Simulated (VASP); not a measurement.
# MnSb (P6_3/mmc) in VASP: a series of runs

MnSb is run at these levels: PBEsol; tasks: single point.

All numbers are computed with VASP 6.6.1; they aren't measurements. Logs are shortened: lines on timing, memory, paths and dates and some standing lists are left out, and cuts for length are marked.

**1. The cell of the first run**

The structure is hexagonal, space group P6_3/mmc (No. 194). Conventional cell: a = 4.065 Å, b = 4.065 Å, c = 5.662 Å, α = 90.00°, β = 90.00°, γ = 120.00°. Within 3.7 Å of Sb (site symmetry -6m2) lie 6 Mn at 2.74 Å and 6 Sb at 3.68 Å. Within 3.6 Å of Mn (site symmetry -3m) lie 6 Sb at 2.74 Å and 2 Mn at 2.83 Å.

**2. Single point, PBEsol, collinear spin, ferromagnetic start**

INCAR

```
PREC = Accurate ; ENCUT = 520
EDIFF = 1E-6 ; ISMEAR = -1
SIGMA = 0.05 ; LREAL = F
LASPH = T ; NELM = 150
ALGO = Normal ; ISIF = 2
LWAVE = F ; LCHARG = F
ISPIN = 2 ; MAGMOM = 0 0 4 4
LORBIT = 11 ; LMAXMIX = 4
GGA = PS ; NBANDS = 30
```

KPOINTS

```
Automatic mesh
0
Gamma
  7 7 5
```

POSCAR

```
MnSb
1.0
    4.0652823512      0.0000000000      0.0000000000
   -2.0326411756      3.5206377897      0.0000000000
    0.0000000000      0.0000000000      5.6620077084
Sb Mn
2 2
Direct
    0.6666666667      0.3333333333      0.7500000000
    0.3333333333      0.6666666667      0.2500000000
    0.0000000000      0.0000000000      0.5000000000
    0.0000000000      0.0000000000      0.0000000000
```

Potentials or basis: VASP PAW PBE potentials, release 64 (Sb, Mn_pv).

Launch:

```console
$ cat potpaw_PBE.64/Sb/POTCAR potpaw_PBE.64/Mn_pv/POTCAR > POTCAR
$ mpirun -np 1 vasp_std > vasp.out
```

OUTCAR:

```text
PREC = Accurate
   ENCUT = 520
   EDIFF = 1E-6
   ISMEAR = -1
   LREAL = F
   LASPH = T
   NELM = 150
   ISIF = 2
   ISPIN = 2
   LORBIT = 11
   GGA = PS

 ion  position               nearest neighbor table
   1  0.667  0.333  0.750-   3 2.74   4 2.74   3 2.74   4 2.74   3 2.74   4 2.74   2 3.68   2 3.68
                             2 3.68   2 3.68   2 3.68   2 3.68
   2  0.333  0.667  0.250-   3 2.74   4 2.74   3 2.74   4 2.74   3 2.74   4 2.74   1 3.68   1 3.68
                             1 3.68   1 3.68   1 3.68   1 3.68
   3  0.000  0.000  0.500-   1 2.74   2 2.74   1 2.74   2 2.74   1 2.74   2 2.74   4 2.83   4 2.83

   4  0.000  0.000  0.000-   1 2.74   2 2.74   1 2.74   2 2.74   1 2.74   2 2.74   3 2.83   3 2.83

  LATTYP: Found a hexagonal cell.
 ALAT       =     4.0652823512
 C/A-ratio  =     1.3927710843

  Lattice vectors:

 A1 = (   4.0652823512,   0.0000000000,   0.0000000000)
 A2 = (  -2.0326411756,   3.5206377897,   0.0000000000)
 A3 = (   0.0000000000,   0.0000000000,   5.6620077084)

Analysis of symmetry for initial positions (statically):
=====================================================================
 Subroutine PRICEL returns:
 Original cell was already a primitive cell.

 Routine SETGRP: Setting up the symmetry group for a
 hexagonal supercell.

 Subroutine GETGRP returns: Found 24 space group operations
 (whereof 12 operations were pure point group operations)
 out of a pool of 24 trial point group operations.

The static configuration has the point symmetry D_3d.
 The point group associated with its full space group is D_6h.

Analysis of symmetry for dynamics (positions and initial velocities):
=====================================================================
 Subroutine PRICEL returns:
 Original cell was already a primitive cell.

 Routine SETGRP: Setting up the symmetry group for a
 hexagonal supercell.

 Subroutine GETGRP returns: Found 24 space group operations
 (whereof 12 operations were pure point group operations)
 out of a pool of 24 trial point group operations.

The dynamic configuration has the point symmetry D_3d.
 The point group associated with its full space group is D_6h.

Analysis of structural, dynamic, and magnetic symmetry:
=====================================================================
 Subroutine PRICEL returns:
 Original cell was already a primitive cell.

 Routine SETGRP: Setting up the symmetry group for a
 hexagonal supercell.

 Subroutine GETGRP returns: Found 24 space group operations
 (whereof 12 operations were pure point group operations)
 out of a pool of 24 trial point group operations.

The overall configuration has the point symmetry D_3d.
 The point group associated with its full space group is D_6h.

 Subroutine INISYM returns: Found 24 space group operations
 (whereof 12 operations are pure point group operations),
 and found     1 'primitive' translations

----------------------------------------------------------------------------------------

                                     Primitive cell

  volume of cell :      81.0368

  direct lattice vectors                    reciprocal lattice vectors
     4.065282351  0.000000000  0.000000000     0.245985374  0.142019722  0.000000000
    -2.032641176  3.520637790  0.000000000     0.000000000  0.284039444  0.000000000
     0.000000000  0.000000000  5.662007708     0.000000000  0.000000000  0.176615796

  length of vectors
     4.065282351  4.065282351  5.662007708     0.284039444  0.284039444  0.176615796

  position of ions in fractional coordinates (direct lattice)
     0.666666667  0.333333333  0.750000000
     0.333333333  0.666666667  0.250000000
     0.000000000  0.000000000  0.500000000
     0.000000000  0.000000000  0.000000000

  ion indices of the primitive-cell ions
   primitive index   ion index
                 1           1
                 2           2
                 3           3
                 4           4

----------------------------------------------------------------------------------------

 KPOINTS: Automatic mesh

Automatic generation of k-mesh.
 Grid dimensions read from file:
 generate k-points for:    7    7    5

 Generating k-lattice:

  Cartesian coordinates                     Fractional coordinates (reciprocal lattice)
     0.035140768  0.020288532  0.000000000     0.142857143  0.000000000  0.000000000
     0.000000000  0.040577063  0.000000000     0.000000000  0.142857143  0.000000000
     0.000000000  0.000000000  0.035323159     0.000000000  0.000000000  0.200000000

  Length of vectors
     0.040577063  0.040577063  0.035323159

  Shift w.r.t. Gamma in fractional coordinates (k-lattice)
     0.000000000  0.000000000  0.000000000

 Subroutine IBZKPT returns following result:
 ===========================================

 Found     24 irreducible k-points:

 Following reciprocal coordinates:
            Coordinates               Weight
  0.000000  0.000000  0.000000      1.000000
  0.142857  0.000000  0.000000      6.000000
  0.285714 -0.000000  0.000000      6.000000
  0.428571  0.000000  0.000000      6.000000
  0.142857  0.142857  0.000000      6.000000
  0.285714  0.142857  0.000000     12.000000
[... 16 lines left out ...]
  0.428571  0.142857  0.400000     12.000000
  0.285714  0.285714  0.400000     12.000000
   k-points           NKPTS =     24   k-points in BZ     NKDIM =     24   number of bands    NBANDS=     30
   number of dos      NEDOS =    301   number of ions     NIONS =      4
   total plane-waves  NPLWV =  37800
   dimension x,y,z NGX =    30 NGY =   30 NGZ =   42
   dimension x,y,z NGXF=    60 NGYF=   60 NGZF=   84
   ions per type =               2   2
   NGX,Y,Z   is equivalent  to a cutoff of  12.27, 12.27, 12.33 a.u.
   NGXF,Y,Z  is equivalent  to a cutoff of  24.54, 24.54, 24.66 a.u.
 SYSTEM =  unknown system
   PREC   = accura    normal or accurate (medium, high low for compatibility)
   ISTART =      0    job   : 0-new  1-cont  2-samecut
   ICHARG =      2    charge: 1-file 2-atom 10-const
   ISPIN  =      2    spin polarized calculation?
   LNONCOLLINEAR =      F non collinear calculations
   LSORBIT =      F    spin-orbit coupling
   LASPH  =      T    aspherical Exc in radial PAW
   ENCUT  =  520.0 eV  38.22 Ry    6.18 a.u.   7.56  7.56 10.53*2*pi/ulx,y,z
[... 20 lines left out ...]
     AMIX     =   0.40;   BMIX     =  1.00
     AMIX_MAG =   1.60;   BMIX_MAG =  1.00
  volume/ion in A,a.u.               =      20.26       136.72
  Fermi-wavevector in a.u.,A,eV,Ry     =   1.249151  2.360552 21.230223  1.560377
  Thomas-Fermi vector in A             =   2.383204
   LORBIT       =     11    0 simple, 1 ext, 2 COOP (PROOUT), +10 PAW based schemes
   GGA     = PS    functional components
   LHFCALC =     F    Hartree Fock is set to
   AEXX    =    0.0000 exact exchange contribution
   IVDW    =     0    specifies the selected vdW correction
   LEPSILON=     F    determine dielectric tensor
   LRPA    =     F    only Hartree local field effects (RPA)
 spin polarized calculation
  energy-cutoff  :      520.00
  volume of cell :       81.04
 maximum number of plane-waves:      2201
 NGX is ok and might be reduce to    30
   NGX = 15   NGY = 15   NGZ = 21

 number of electron      36.0000036 magnetization       6.3103508

 Free energy of the ion-electron system (eV)
  ---------------------------------------------------
  ext. energy  EPLUGINS =         0.00000000
  ---------------------------------------------------
  free energy    TOTEN  =       -28.41637743 eV

  energy without entropy =      -28.39659036  energy(sigma->0) =      -28.40648389

 E-fermi :   8.2378     XC(G=0): -11.0357

 val. band max:        8.2039128882   @ k =   0.4286   0.1429   0.4000
 cond. band min:       8.2673413003   @ k =   0.2857   0.2857   0.0000
 fundamental gap:      0.0634284121
 Fermi energy:         8.2378276505

 spin component 1

 k-point     1 :       0.0000    0.0000    0.0000
  band No.  band energies     occupation
      1     -41.4244      1.00000
      2     -41.4244      1.00000
      3     -41.4145      1.00000
      4     -41.4145      1.00000
      5     -41.1747      1.00000
      6     -41.0722      1.00000
[... 22 lines left out ...]
     29      15.7289      0.00000
     30      15.7289      0.00000

 k-point     2 :       0.1429    0.0000    0.0000
  band No.  band energies     occupation
      1     -41.4249      1.00000
      2     -41.4245      1.00000
      3     -41.4149      1.00000
      4     -41.4146      1.00000
      5     -41.1746      1.00000
      6     -41.0722      1.00000
[... 22 lines left out ...]
     29      14.7540      0.00000
     30      14.8755      0.00000

 k-point     3 :       0.2857   -0.0000    0.0000
  band No.  band energies     occupation
      1     -41.4260      1.00000
      2     -41.4248      1.00000
      3     -41.4157      1.00000
      4     -41.4147      1.00000
      5     -41.1743      1.00000
      6     -41.0721      1.00000
[... 659 lines left out ...]
      6     -41.1073      1.00000
[... 22 lines left out ...]
     29      15.4374      0.00000
     30      17.5696      0.00000

 k-point    24 :       0.2857    0.2857    0.4000
  band No.  band energies     occupation
      1     -41.4229      1.00000
      2     -41.4223      1.00000
      3     -41.4196      1.00000
      4     -41.4191      1.00000
      5     -41.1389      1.00000
      6     -41.1073      1.00000
[... 22 lines left out ...]
     29      15.9208      0.00000
     30      16.2873      0.00000
 Fermi energy:         8.2378276505

 spin component 2

 k-point     1 :       0.0000    0.0000    0.0000
  band No.  band energies     occupation
      1     -38.0443      1.00000
      2     -38.0443      1.00000
      3     -38.0325      1.00000
      4     -38.0325      1.00000
      5     -37.9748      1.00000
      6     -37.8551      1.00000
[... 22 lines left out ...]
     29      16.6017      0.00000
     30      16.6017      0.00000

 k-point     2 :       0.1429    0.0000    0.0000
  band No.  band energies     occupation
      1     -38.0450      1.00000
      2     -38.0445      1.00000
      3     -38.0330      1.00000
      4     -38.0325      1.00000
      5     -37.9746      1.00000
      6     -37.8551      1.00000
[... 22 lines left out ...]
     29      15.3599      0.00000
     30      15.6314      0.00000

 k-point     3 :       0.2857   -0.0000    0.0000
  band No.  band energies     occupation
      1     -38.0465      1.00000
      2     -38.0449      1.00000
      3     -38.0340      1.00000
      4     -38.0327      1.00000
      5     -37.9742      1.00000
      6     -37.8549      1.00000
[... 682 lines left out ...]
     29      15.9960      0.00000
     30      18.1783      0.00000

 k-point    24 :       0.2857    0.2857    0.4000
  band No.  band energies     occupation
      1     -38.0428      1.00000
      2     -38.0420      1.00000
      3     -38.0389      1.00000
      4     -38.0381      1.00000
      5     -37.9328      1.00000
      6     -37.8960      1.00000
[... 22 lines left out ...]
     29      16.3038      0.00000
     30      16.7209      0.00000

------------------------ aborting loop because EDIFF is reached ----------------------------------------

  FORCE on cell =-STRESS in cart. coord.  units (eV):
  Direction    XX          YY          ZZ          XY          YZ          ZX
  --------------------------------------------------------------------------------------
  -------------------------------------------------------------------------------------
  Total       -1.9525598     -1.9525598     -2.6583121      0.0000000      0.0000000      0.0000000
  in kB      -38.6040099    -38.6040099    -52.5574189      0.0000000      0.0000000      0.0000000
  external PRESSURE =     -43.2551462 kB  Pullay stress =       0.0000000 kB

 VOLUME and BASIS-vectors are now :
 -----------------------------------------------------------------------------
  energy-cutoff  :      520.00
  volume of cell :       81.04
      direct lattice vectors                 reciprocal lattice vectors
     4.065282351  0.000000000  0.000000000     0.245985374  0.142019722  0.000000000
    -2.032641176  3.520637790  0.000000000     0.000000000  0.284039444  0.000000000
     0.000000000  0.000000000  5.662007708     0.000000000  0.000000000  0.176615796

 POSITION                                       TOTAL-FORCE (eV/Angst)
 -----------------------------------------------------------------------------------
      2.03264      1.17355      4.24651        -0.000000      0.000000      0.000000
     -0.00000      2.34709      1.41550         0.000000     -0.000000      0.000000
      0.00000      0.00000      2.83100        -0.000000      0.000000      0.000000
      0.00000      0.00000      0.00000        -0.000000      0.000000      0.000000
 -----------------------------------------------------------------------------------
    total drift:                               -0.000000      0.000000      0.000000

  FREE ENERGIE OF THE ION-ELECTRON SYSTEM (eV)
  ---------------------------------------------------
  free  energy   TOTEN  =       -28.4163774270 eV

  energy  without entropy=      -28.3965903595  energy(sigma->0) =      -28.40648389

 total charge

# of ion       s       p       d       tot
------------------------------------------
    1        1.134   1.285   0.049   2.468
    2        1.134   1.285   0.049   2.468
    3        0.285   6.233   5.076  11.594
    4        0.285   6.233   5.076  11.594
--------------------------------------------------
tot          2.837  15.036  10.250  28.123

 magnetization (x)

# of ion       s       p       d       tot
------------------------------------------
    1        0.003  -0.130   0.006  -0.121
    2        0.003  -0.130   0.006  -0.121
    3        0.031   0.027   3.136   3.194
    4        0.031   0.027   3.136   3.194
--------------------------------------------------
tot          0.070  -0.208   6.284   6.146
```

Wall time 63 s (1 thread of AMD EPYC 9R45 (Zen 5), shared host); peak memory 0.23 GiB.

Results:

* Free energy: -28.4164 eV
* Pressure: -4.3 GPa
* Net moment: 6.31 μB per cell
* Site moments: Sb -0.12; Mn +3.19 μB
* Valence electrons inside the program's atomic spheres: Sb 2.47; Mn 11.59

Caveat: the cell stands under tension; the PAW data sets were made with another functional, which shifts forces and pressure a little; spin-orbit coupling is left out, which moves the levels of the heavy elements; the run started ferromagnetic, and an antiferromagnetic order may lie lower in energy.

**3. Single point, PBEsol, collinear spin, ferromagnetic start**

This run uses another cell than the first one, of 20.69 Å³/atom.

INCAR

```
SYSTEM = MnSb
ALGO = Normal ; EDIFF = 1E-7
ENCUT = 520 ; GGA = PS
ISIF = 2 ; ISMEAR = -1
ISPIN = 2 ; LASPH = .TRUE.
LCHARG = .TRUE. ; LELF = .TRUE.
LMAXMIX = 4 ; LORBIT = 11
LREAL = .FALSE. ; LVHAR = .TRUE.
LWAVE = .FALSE. ; MAGMOM = 0 0 4 4
NBANDS = 30 ; NELM = 150
PREC = Accurate ; SIGMA = 0.05
```

KPOINTS

```
k-points
0
G
  7 7 5
  0 0 0
```

POSCAR

```
MnSb
1.0
    4.0939120434      0.0000000000      0.0000000000
   -2.0469560217      3.5454318304      0.0000000000
    0.0000000000      0.0000000000      5.7018823159
Sb Mn
2 2
Direct
    0.6666666667      0.3333333333      0.7500000000
    0.3333333333      0.6666666667      0.2500000000
    0.0000000000      0.0000000000      0.5000000000
    0.0000000000      0.0000000000      0.0000000000
```

Potentials or basis: VASP PAW PBE potentials, release 64 (Sb, Mn_pv).

Launch:

```console
$ cat potpaw_PBE.64/Sb/POTCAR potpaw_PBE.64/Mn_pv/POTCAR > POTCAR
$ mpirun -np 1 vasp_std > vasp.out
```

It took 71 s on 1 thread of AMD EPYC 9R45 (Zen 5), shared host; peak memory 0.23 GiB.

It converged, with:

* Free energy: -28.3643 eV
* Pressure: -5.4 GPa
* Net moment: 6.44 μB per cell
* Site moments: Sb -0.12; Mn +3.26 μB
* Valence electrons inside the program's atomic spheres: Sb 2.46; Mn 11.57

Stress tensor (GPa, compression positive):
```
-4.90  0.00  0.00
 0.00 -4.90  0.00
 0.00  0.00 -6.29
```

Levels at points of the mesh, in eV from the Fermi level:
Spin up:
```
           k point  band 17  band 18  band 19  band 20  band 21  band 22  band 23  band 24  band 25  band 26
(0.00, 0.00, 0.00)    -1.77    -1.77    -0.34     0.53     0.53     2.43     2.43     2.74     3.04     4.74
```
Spin down:
| k point | band 12 | band 13 | band 14 | band 15 | band 16 | band 17 | band 18 | band 19 |
| --- | --- | --- | --- | --- | --- | --- | --- | --- |
| (0.00, 0.00, 0.00) | -1.02 | -0.15 | -0.15 | 0.21 | 0.21 | 0.64 | 0.64 | 1.36 |

Caveat: the cell stands under tension; the PAW data sets were made with another functional, which shifts forces and pressure a little; spin-orbit coupling is left out, which moves the levels of the heavy elements; the run started ferromagnetic, and an antiferromagnetic order may lie lower in energy.

**4. Single point, PBEsol, collinear spin, ferromagnetic start**

This run uses another cell than the first one, of 21.12 Å³/atom.

INCAR

```
SYSTEM = MnSb
PREC = Accurate
ENCUT = 520
EDIFF = 1E-6
ISMEAR = -1
SIGMA = 0.05
LREAL = .False.
LASPH = .True.
NELM = 150
ALGO = Normal
ISIF = 2
LWAVE = .False.
LCHARG = .True.
ISPIN = 2
MAGMOM = 0 0 4 4
LORBIT = 11
LMAXMIX = 4
GGA = PS
LELF = .True.
LVHAR = .True.
NBANDS = 30
```

KPOINTS

```
Automatic mesh
0
Gamma
  7 7 5
  0 0 0
```

POSCAR

```
MnSb
1.0
    4.1221468118      0.0000000000      0.0000000000
   -2.0610734059      3.5698838571      0.0000000000
    0.0000000000      0.0000000000      5.7412068848
Sb Mn
2 2
Direct
    0.6666666667      0.3333333333      0.7500000000
    0.3333333333      0.6666666667      0.2500000000
    0.0000000000      0.0000000000      0.5000000000
    0.0000000000      0.0000000000      0.0000000000
```

Launch:

```console
$ cat potpaw_PBE.64/Sb/POTCAR potpaw_PBE.64/Mn_pv/POTCAR > POTCAR
$ mpirun -np 1 vasp_std > vasp.out
```

Wall time 76 s (1 thread of AMD EPYC 9R45 (Zen 5), shared host); peak memory 0.26 GiB.

The run converged. Its results:

```
Free energy                                           : -28.3018 eV
Pressure                                              : -6.3 GPa
Net moment                                            : 6.57 μB per cell
Site moments                                          : Sb -0.12; Mn +3.32 μB
Valence electrons inside the program's atomic spheres : Sb 2.45; Mn 11.54
```

Stress tensor (GPa, compression positive):
```
-5.86  0.00  0.00
 0.00 -5.86  0.00
 0.00  0.00 -7.14
```

Levels at points of the mesh, in eV from the Fermi level:
Spin up:
```tsv
k point	band 18	band 19	band 20	band 21	band 22	band 23	band 24	band 25
(0.00, 0.00, 0.00)	-1.81	-0.43	0.50	0.50	2.34	2.34	2.67	3.00
```
Spin down:
| k point | band 12 | band 13 | band 14 | band 15 | band 16 | band 17 | band 18 | band 19 |
| --- | --- | --- | --- | --- | --- | --- | --- | --- |
| (0.00, 0.00, 0.00) | -0.95 | -0.09 | -0.09 | 0.26 | 0.26 | 0.61 | 0.61 | 1.38 |

Caveat: the cell stands under tension; the PAW data sets were made with another functional, which shifts forces and pressure a little; spin-orbit coupling is left out, which moves the levels of the heavy elements; the run started ferromagnetic, and an antiferromagnetic order may lie lower in energy.

**5. Overview**

```tsv
cell	gap on the mesh (eV)	pressure (GPa)	moment (μB)
a = 4.065, b = 4.065, c = 5.662 Å, angles 90.0, 90.0, 120.0°, 4 atoms	none	-4.3	6.31
a = 4.094, b = 4.094, c = 5.702 Å, angles 90.0, 90.0, 120.0°, 4 atoms	none	-5.4	6.44
a = 4.122, b = 4.122, c = 5.741 Å, angles 90.0, 90.0, 120.0°, 4 atoms	none	-6.3	6.57
```

Alike in all rows: task single point; level PBEsol; potentials or basis VASP PAW PBE potentials, release 64 (Sb, Mn_pv); spin collinear, ferromagnetic start; k mesh 7 × 7 × 5; cutoff (eV) 520; smearing fermi-dirac 0.05 eV.

Caveats: the cell stands under tension; the PAW data sets were made with another functional, which shifts forces and pressure a little; spin-orbit coupling is left out, which moves the levels of the heavy elements; the run started ferromagnetic, and an antiferromagnetic order may lie lower in energy.

Total energies depend on the potentials used, so only differences within one code and one set of settings carry meaning.

The gap in the log of VASP goes by the Fermi energy; the results here count the filled bands.